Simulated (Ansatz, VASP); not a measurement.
## Two plane-wave programs on Na2Os

```
CELL_PARAMETERS angstrom
5.12670 0.00000 0.00000
-2.56335 4.43985 0.00000
0.00000 0.00000 2.51752
ATOMIC_POSITIONS crystal
Na 0.33333 0.66667 0.50000
Na 0.66667 0.33333 0.50000
Os 0.00000 0.00000 0.00000
```

Alike in both runs: functional PBE; k mesh 6 × 6 × 4; occupations gaussian, width 0.1 eV; no spin polarisation.

Ansatz relaxed the structure, and its values are those at the end. VASP's run is a single point on that final structure, the one shown.

```csv
,VASP,Ansatz
version,VASP 6.6.1,Ansatz 0.2.0
potentials or method,"VASP PAW PBE potentials, release 64 (Na_pv, Os), cutoff 520 eV","scalar-relativistic, plane waves, PAW"
valence electrons in the cell,22,34
```

```tsv
	VASP	Ansatz	Ansatz less VASP
gap on the k mesh at the Fermi level (eV)	none	none	-
pressure (GPa)	-0.1	0.0	+0.13
```

A gap of «none» marks a metal or a gap that the smearing closes. VASP's potentials hold 22 valence electrons a cell and Ansatz's 34, so a difference there can come from the potentials and not from the codes.

The k mesh is coarse, so the values compare programs but aren't converged. Spin-orbit coupling is off throughout.
